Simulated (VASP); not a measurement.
Runs of VASP 6.6.1 on MgO. Symmetry: Fm-3m, No. 225, cubic system. The conventional cell has a = 4.211 Å, b = 4.211 Å, c = 4.211 Å, α = 90.00°, β = 90.00°, γ = 90.00°. Mg (site symmetry m-3m) has 6 O at 2.11 Å within 2.8 Å. O (site symmetry m-3m) has 6 Mg at 2.11 Å within 2.8 Å. 

```tsv
cutoff (eV)	smearing	gap on the mesh (eV)	pressure (GPa)
600	gaussian 0.01 eV	4.74	3.8
600	fermi-dirac 0.05 eV	4.74	3.8
520	fermi-dirac 0.05 eV	4.73	(a)
600	fermi-dirac 0.01 eV	4.74	3.8
```

Alike in all rows: task single point; level PBE; potentials or basis VASP PAW PBE potentials, release 64 (Mg, O); no spin polarisation; cell as given; k mesh 8 × 8 × 8.

Q: Estimate the missing entries.

A: (a) 4.1.

